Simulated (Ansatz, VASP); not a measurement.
# One calculation of InSb, two programs

```
In Sb
1.0
     0.00000    3.08046    3.08046
     3.08046    0.00000    3.08046
     3.08046    3.08046    0.00000
In Sb
1 1
Direct
  0.00000 0.00000 0.00000
  0.25000 0.25000 0.25000
```

Change from the starting cell: volume scaled by 0.8, PAW files.

Alike in both runs: task single point; functional PBE; k mesh 11 × 11 × 11; occupations fermi-dirac, width 0.1 eV; no spin polarisation.

|  | VASP | Ansatz |
| --- | --- | --- |
| version | VASP 6.6.1 | Ansatz 0.2.0 |
| potentials or method | VASP PAW PBE potentials, release 64 (In_d, Sb) | PAW with Ansatz's default frozen-core files, scalar-relativistic |
| plane-wave cutoff (eV) | 520 | 420 |
| valence electrons in the cell | 18 | 28 |

VASP gave:

```
pressure (GPa) : 13.9
```

Question: What did Ansatz give for the same quantities?

Answer: Pressure (GPa): 14.0.

VASP's potentials hold 18 valence electrons a cell and Ansatz's 28, so a difference there can come from the potentials and not from the codes.

Neither program's run includes spin-orbit coupling.
